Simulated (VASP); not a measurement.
# AlN (F-43m) in VASP: notebook

AlN is run at these levels: r2SCAN; tasks: single point, relaxation of cell and atoms.

Program: VASP 6.6.1. These are calculated values, not measurements. Logs are shortened: lines on timing, memory, paths and dates and some standing lists are left out, and cuts for length are marked.

## 1. The cell of the first run

It takes space group F-43m (No. 216, cubic). Conventional cell: a = 4.370 Å, b = 4.370 Å, c = 4.370 Å, α = 90.00°, β = 90.00°, γ = 90.00°. Al (site symmetry -43m) has 4 N at 1.89 Å within 2.5 Å. N (site symmetry -43m) has 4 Al at 1.89 Å within 2.5 Å.

## 2. Single point, r2SCAN

Input file POSCAR:

```
AlN
1.0
    0.0000000000      2.1848997902      2.1848997902
    2.1848997902      0.0000000000      2.1848997902
    2.1848997902      2.1848997902      0.0000000000
Al N
1 1
Direct
    0.0000000000      0.0000000000      0.0000000000
    0.2500000000      0.2500000000      0.2500000000
```

Input file INCAR.step1:

```
PREC = Accurate
ENCUT = 520
ISMEAR = -1
SIGMA = 0.05
LREAL = False
LASPH = True
NELM = 80
NBANDS = 11
GGA = PE
ALGO = Normal
EDIFF = 1E-4
LWAVE = True
LCHARG = False
```

Input file INCAR.step2:

```
PREC = Accurate
ENCUT = 520
EDIFF = 1E-6
ISMEAR = -1
SIGMA = 0.05
LREAL = False
LASPH = True
NELM = 80
ALGO = Normal
ISIF = 2
LWAVE = False
LCHARG = False
METAGGA = R2SCAN
LMIXTAU = True
NBANDS = 11
ISTART = 1
```

Input file KPOINTS:

```
regular mesh
0
Gamma
  16 16 16
```

Potentials or basis: VASP PAW PBE potentials, release 64 (Al, N).

On the command line:

```console
$ cat potpaw_PBE.64/Al/POTCAR potpaw_PBE.64/N/POTCAR > POTCAR
$ cp INCAR.step1 INCAR
$ mpirun -np 1 vasp_std > vasp.out
$ cp INCAR.step2 INCAR
$ mpirun -np 1 vasp_std > vasp.out
```

OUTCAR:

```text
PREC = Accurate
   ENCUT = 520
   EDIFF = 1E-6
   ISMEAR = -1
   LREAL = False
   LASPH = True
   NELM = 80
   ISIF = 2
   METAGGA = R2SCAN
   ISTART = 1

 ion  position               nearest neighbor table
   1  0.000  0.000  0.000-   2 1.89   2 1.89   2 1.89   2 1.89
   2  0.250  0.250  0.250-   1 1.89   1 1.89   1 1.89   1 1.89

  LATTYP: Found a face centered cubic cell.
 ALAT       =     4.3697995804

  Lattice vectors:

 A1 = (   0.0000000000,   2.1848997902,   2.1848997902)
 A2 = (   2.1848997902,   0.0000000000,   2.1848997902)
 A3 = (   2.1848997902,   2.1848997902,   0.0000000000)

Analysis of symmetry for initial positions (statically):
=====================================================================
 Subroutine PRICEL returns:
 Original cell was already a primitive cell.

 Routine SETGRP: Setting up the symmetry group for a
 face centered cubic supercell.

 Subroutine GETGRP returns: Found 24 space group operations
 (whereof 24 operations were pure point group operations)
 out of a pool of 48 trial point group operations.

The static configuration has the point symmetry T_d .

Analysis of symmetry for dynamics (positions and initial velocities):
=====================================================================
 Subroutine PRICEL returns:
 Original cell was already a primitive cell.

 Routine SETGRP: Setting up the symmetry group for a
 face centered cubic supercell.

 Subroutine GETGRP returns: Found 24 space group operations
 (whereof 24 operations were pure point group operations)
 out of a pool of 48 trial point group operations.

The dynamic configuration has the point symmetry T_d .

 Subroutine INISYM returns: Found 24 space group operations
 (whereof 24 operations are pure point group operations),
 and found     1 'primitive' translations

----------------------------------------------------------------------------------------

                                     Primitive cell

  volume of cell :      20.8605

  direct lattice vectors                    reciprocal lattice vectors
     0.000000000  2.184899790  2.184899790    -0.228843447  0.228843447  0.228843447
     2.184899790  0.000000000  2.184899790     0.228843447 -0.228843447  0.228843447
     2.184899790  2.184899790  0.000000000     0.228843447  0.228843447 -0.228843447

  length of vectors
     3.089914916  3.089914916  3.089914916     0.396368478  0.396368478  0.396368478

  position of ions in fractional coordinates (direct lattice)
     0.000000000  0.000000000  0.000000000
     0.250000000  0.250000000  0.250000000

  ion indices of the primitive-cell ions
   primitive index   ion index
                 1           1
                 2           2

----------------------------------------------------------------------------------------

 KPOINTS: regular mesh

Automatic generation of k-mesh.
 Grid dimensions read from file:
 generate k-points for:   16   16   16

 Generating k-lattice:

  Cartesian coordinates                     Fractional coordinates (reciprocal lattice)
    -0.014302715  0.014302715  0.014302715     0.062500000  0.000000000  0.000000000
     0.014302715 -0.014302715  0.014302715     0.000000000  0.062500000  0.000000000
     0.014302715  0.014302715 -0.014302715     0.000000000  0.000000000  0.062500000

  Length of vectors
     0.024773030  0.024773030  0.024773030

  Shift w.r.t. Gamma in fractional coordinates (k-lattice)
     0.000000000  0.000000000  0.000000000

 Subroutine IBZKPT returns following result:
 ===========================================

 Found    145 irreducible k-points:

 Following reciprocal coordinates:
            Coordinates               Weight
  0.000000  0.000000  0.000000      1.000000
  0.062500  0.000000  0.000000      8.000000
  0.125000  0.000000  0.000000      8.000000
  0.187500  0.000000  0.000000      8.000000
  0.250000  0.000000  0.000000      8.000000
  0.312500  0.000000  0.000000      8.000000
[... 16 lines left out ...]
 -0.125000  0.062500  0.000000     24.000000
 -0.062500  0.062500  0.000000     12.000000
 [... further k-points ...]
   k-points           NKPTS =    145   k-points in BZ     NKDIM =    145   number of bands    NBANDS=     11
   number of dos      NEDOS =    301   number of ions     NIONS =      2
   total plane-waves  NPLWV =  13824
   dimension x,y,z NGX =    24 NGY =   24 NGZ =   24
   dimension x,y,z NGXF=    48 NGYF=   48 NGZF=   48
   ions per type =               1   1
   NGX,Y,Z   is equivalent  to a cutoff of  12.91, 12.91, 12.91 a.u.
   NGXF,Y,Z  is equivalent  to a cutoff of  25.83, 25.83, 25.83 a.u.
 SYSTEM =  unknown system
   PREC   = accura    normal or accurate (medium, high low for compatibility)
   ISTART =      1    job   : 0-new  1-cont  2-samecut
   ICHARG =      0    charge: 1-file 2-atom 10-const
   ISPIN  =      1    spin polarized calculation?
   LNONCOLLINEAR =      F non collinear calculations
   LSORBIT =      F    spin-orbit coupling
   LASPH  =      T    aspherical Exc in radial PAW
   ENCUT  =  520.0 eV  38.22 Ry    6.18 a.u.   5.75  5.75  5.75*2*pi/ulx,y,z
   NELM   =     80;   NELMIN=  2; NELMDL=  0     # of ELM steps
   EDIFF  = 0.1E-05   stopping-criterion for ELM
   LREAL  =      F    real-space projection
   EDIFFG = 0.1E-04   stopping-criterion for IOM
   NSW    =      0    number of steps for IOM
   IBRION =     -1    ionic relax: 0-MD 1-quasi-New 2-CG
   NFREE  =      0    steps in history (QN), initial steepest desc. (CG)
   ISIF   =      2    stress and relaxation
   ISYM   =      2    0-nonsym 1-usesym 2-fastsym
   POTIM  = 0.5000    time-step for ionic-motion
   TEBEG  =    0.0;   TEEND  =   0.0 temperature during run
   PSTRESS=    0.0 pullay stress
   NELECT =       8.0000    total number of electrons
   NUPDOWN=      -1.0000    fix difference up-down
   EMIN   =  10.00;   EMAX   =-10.00  energy-range for DOS
   EFERMI =   0.00;   METHOD = LEGACY
   ISMEAR =    -1;   SIGMA  =   0.05  broadening in eV -4-tet -1-fermi 0-gaus
   EFERMI_NEDOS =   21; number of points for ismear=-14 and -15
   IALGO  =     38    algorithm
   IMIX   =      4    mixing-type and parameters
     AMIX     =   0.40;   BMIX     =  1.00
     AMIX_MAG =   1.60;   BMIX_MAG =  1.00
  volume/ion in A,a.u.               =      10.43        70.39
  Fermi-wavevector in a.u.,A,eV,Ry     =   1.189406  2.247651 19.247967  1.414686
  Thomas-Fermi vector in A             =   2.325514
   LORBIT       =      0    0 simple, 1 ext, 2 COOP (PROOUT), +10 PAW based schemes
   METAGGA = R2SCAN    functional components
   LHFCALC =     F    Hartree Fock is set to
   AEXX    =    0.0000 exact exchange contribution
   IVDW    =     0    specifies the selected vdW correction
   LEPSILON=     F    determine dielectric tensor
   LRPA    =     F    only Hartree local field effects (RPA)
 non-spin polarized calculation
  energy-cutoff  :      520.00
  volume of cell :       20.86
 maximum number of plane-waves:       588
   NGX = 11   NGY = 11   NGZ = 11

 number of electron       8.0000000 magnetization

 Free energy of the ion-electron system (eV)
  ---------------------------------------------------
  ext. energy  EPLUGINS =         0.00000000
  ---------------------------------------------------
  free energy    TOTEN  =       -19.17970584 eV

  energy without entropy =      -19.17970584  energy(sigma->0) =      -19.17970584

 E-fermi :   6.7255     XC(G=0): -11.4128

 val. band max:        5.6814410453   @ k =   0.0000   0.0000   0.0000
 cond. band min:       9.6152476681   @ k =   0.5000   0.5000   0.0000
 fundamental gap:      3.9338066228
 Fermi energy:         6.7254971041

 k-point     1 :       0.0000    0.0000    0.0000
  band No.  band energies     occupation
      1     -10.0530      2.00000
      2       5.6814      2.00000
      3       5.6814      2.00000
      4       5.6814      2.00000
      5      10.5623      0.00000
      6      19.1900      0.00000
      7      19.1900      0.00000
      8      19.1900      0.00000
      9      24.2055      0.00000
     10      24.2055      0.00000
     11      25.9153      0.00000

 k-point     2 :       0.0625    0.0000    0.0000
  band No.  band energies     occupation
      1      -9.9953      2.00000
      2       5.3406      2.00000
      3       5.6606      2.00000
      4       5.6606      2.00000
      5      10.8487      0.00000
      6      19.0321      0.00000
      7      19.2553      0.00000
      8      19.2553      0.00000
      9      23.5171      0.00000
     10      23.5171      0.00000
     11      25.5183      0.00000

 k-point     3 :       0.1250    0.0000    0.0000
  band No.  band energies     occupation
      1      -9.8259      2.00000
      2       4.5109      2.00000
      3       5.6023      2.00000
      4       5.6023      2.00000
      5      11.5090      0.00000
      6      18.6299      0.00000
      7      19.3682      0.00000
      8      19.3682      0.00000
      9      22.6956      0.00000
     10      22.6956      0.00000
     11      24.8479      0.00000

 k-point     4 :       0.1875    0.0000    0.0000
  band No.  band energies     occupation
      1      -9.5559      2.00000
      2       3.4741      2.00000
      3       5.5181      2.00000
      4       5.5181      2.00000
      5      12.2478      0.00000
      6      18.1237      0.00000
      7      19.2819      0.00000
      8      19.2819      0.00000
      9      22.4442      0.00000
     10      22.4442      0.00000
     11      24.3130      0.00000
[... 239 lines left out ...]
 k-point    22 :      -0.1875    0.0625    0.0000
  band No.  band energies     occupation
      1      -9.4004      2.00000
      2       3.0828      2.00000
      3       5.2049      2.00000
      4       5.5817      2.00000
      5      12.6223      0.00000
      6      17.9079      0.00000
      7      18.9400      0.00000
      8      19.2285      0.00000
      9      21.6063      0.00000
     10      23.2587      0.00000
     11      25.0261      0.00000

 k-point    23 :      -0.1250    0.0625    0.0000
  band No.  band energies     occupation
      1      -9.6974      2.00000
      2       4.0859      2.00000
      3       5.3468      2.00000
      4       5.6509      2.00000
      5      11.9221      0.00000
      6      18.4051      0.00000
      7      19.2468      0.00000
      8      19.4528      0.00000
      9      21.6140      0.00000
     10      23.0103      0.00000
     11      25.5512      0.00000

 k-point    24 :      -0.0625    0.0625    0.0000
  band No.  band energies     occupation
      1      -9.9004      2.00000
      2       4.9115      2.00000
      3       5.5082      2.00000
      4       5.6795      2.00000
      5      11.2516      0.00000
      6      18.7972      0.00000
      7      19.3330      0.00000
      8      19.3431      0.00000
      9      22.3954      0.00000
     10      23.3381      0.00000
     11      26.1372      0.00000

 [... further k-points ...]

------------------------ aborting loop because EDIFF is reached ----------------------------------------

  FORCE on cell =-STRESS in cart. coord.  units (eV):
  Direction    XX          YY          ZZ          XY          YZ          ZX
  --------------------------------------------------------------------------------------
  -------------------------------------------------------------------------------------
  Total       -0.0512775     -0.0512775     -0.0512775     -0.0000000     -0.0000000     -0.0000000
  in kB       -3.9383399     -3.9383399     -3.9383399     -0.0000000     -0.0000000     -0.0000000
  external PRESSURE =      -3.9383399 kB  Pullay stress =       0.0000000 kB

 VOLUME and BASIS-vectors are now :
 -----------------------------------------------------------------------------
  energy-cutoff  :      520.00
  volume of cell :       20.86
      direct lattice vectors                 reciprocal lattice vectors
     0.000000000  2.184899790  2.184899790    -0.228843447  0.228843447  0.228843447
     2.184899790  0.000000000  2.184899790     0.228843447 -0.228843447  0.228843447
     2.184899790  2.184899790  0.000000000     0.228843447  0.228843447 -0.228843447

 POSITION                                       TOTAL-FORCE (eV/Angst)
 -----------------------------------------------------------------------------------
      0.00000      0.00000      0.00000        -0.000000     -0.000000      0.000000
      1.09245      1.09245      1.09245         0.000000      0.000000     -0.000000
 -----------------------------------------------------------------------------------
    total drift:                               -0.000000     -0.000000     -0.000000

  FREE ENERGIE OF THE ION-ELECTRON SYSTEM (eV)
  ---------------------------------------------------
  free  energy   TOTEN  =       -19.1797058426 eV

  energy  without entropy=      -19.1797058426  energy(sigma->0) =      -19.17970584
```

It took 2.2 min on 1 thread of Intel Xeon 8259CL, shared host; peak memory 0.16 GiB.

Results:

```
Free energy            : -19.1797 eV
Pressure               : -0.4 GPa
Band gap on the k mesh : 3.93 eV (least direct gap 4.88 eV)
```

Caveat: the PAW data sets were made with another functional, which shifts forces and pressure a little.

## 3. Relaxation of cell and atoms, r2SCAN

Input file POSCAR:

```
AlN
1.0
    0.0000000000      2.1839935596      2.1839935596
    2.1839935596      0.0000000000      2.1839935596
    2.1839935596      2.1839935596      0.0000000000
Al N
1 1
Direct
    0.0000000000      0.0000000000      0.0000000000
    0.2500000000      0.2500000000      0.2500000000
```

Input file INCAR.step1:

```
PREC = Accurate
ENCUT = 600
ISMEAR = -1
SIGMA = 0.05
LREAL = F
LASPH = T
NELM = 60
GGA = PE
ALGO = Normal
EDIFF = 1E-4
LWAVE = T
LCHARG = F
```

Input file INCAR.step2:

```
PREC = Accurate
ENCUT = 600
EDIFF = 1E-6
ISMEAR = -1
SIGMA = 0.05
LREAL = F
LASPH = T
NELM = 60
ALGO = Normal
ISIF = 3
LWAVE = F
LCHARG = F
METAGGA = R2SCAN
LMIXTAU = T
IBRION = 2
NSW = 100
EDIFFG = -0.002
ISTART = 1
```

Input file KPOINTS:

```
Automatic mesh
0
Gamma
  16 16 16
```

Potentials or basis: VASP PAW PBE potentials, release 64 (Al, N).

On the command line:

```console
$ cat potpaw_PBE.64/Al/POTCAR potpaw_PBE.64/N/POTCAR > POTCAR
$ cp INCAR.step1 INCAR
$ mpirun -np 1 vasp_std > vasp.out
$ cp INCAR.step2 INCAR
$ mpirun -np 1 vasp_std > vasp.out
```

It took 5.5 min on 1 thread of Intel Xeon 8259CL, shared host; peak memory 0.18 GiB.

Results (log left out):

```
Free energy                           : -19.1797 eV
Relaxed volume                        : 10.41 Å³/atom
Relaxed cell                          : a = 3.088 Å, b = 3.088 Å, c = 3.088 Å, α = 60.00°, β = 60.00°, γ = 60.00°
Space group after relaxing (to 0.1 Å) : F-43m (No. 216)
Energy gained by relaxing             : 0.0 meV/atom
Ionic steps                           : 3
Pressure after relaxing               : 0.0 GPa
Band gap on the k mesh                : 3.93 eV (least direct gap 4.90 eV)
```

Final structure:
```xyz
2
Lattice="0.0000 2.1837 2.1837 2.1837 0.0000 2.1837 2.1837 2.1837 0.0000" Properties=species:S:1:pos:R:3 pbc="T T T"
Al    0.0000    0.0000    0.0000
N     1.0919    1.0919    1.0919
```

Levels at points of the mesh, in eV from the valence-band top:
```
           k point  band 2  band 3  band 4  band 5  band 6  band 7
(0.00, 0.00, 0.00)    0.00    0.00    0.00    4.90   13.53   13.53
(0.50, 0.00, 0.00)   -5.90   -0.49   -0.49    8.21   10.83   11.95
(0.50, 0.50, 0.00)   -4.95   -1.81   -1.81    3.93    9.48   15.20
```

Caveat: the PAW data sets were made with another functional, which shifts forces and pressure a little.
